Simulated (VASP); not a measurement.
Runs of VASP 6.6.1 on BaZrO3. The structure is that of space group Pm-3m (No. 221), or close to it. The cells are those of the table. 

```csv
cell,gap on the mesh (eV),pressure (GPa)
"a = 4.219 Å, 5 atoms",(b),(c)
"a = 4.274 Å, 5 atoms",3.06,(d)
"a = 4.106 Å, 5 atoms",3.32,17.2
"a = 4.135 Å, 5 atoms",(a),12.8
"a = 4.163 Å, 5 atoms",3.23,8.7
"a = 4.246 Å, 5 atoms",3.10,-1.1
```

Alike in all rows: task single point; level PBE; potentials or basis VASP PAW PBE potentials, release 64 (Ba_sv, Zr_sv, O); no spin polarisation; k mesh 6 × 6 × 6; cutoff (eV) 520; smearing gaussian 0.01 eV.

Question: Fill in the values left out.

Answer: (a) 3.28; (b) 3.15; (c) 1.8; (d) -3.7.

Caveats: spin-orbit coupling is left out, which moves the levels of the heavy elements.

A k mesh can miss the band edges, and the runs leave out spin-orbit coupling on Ba, Zr.
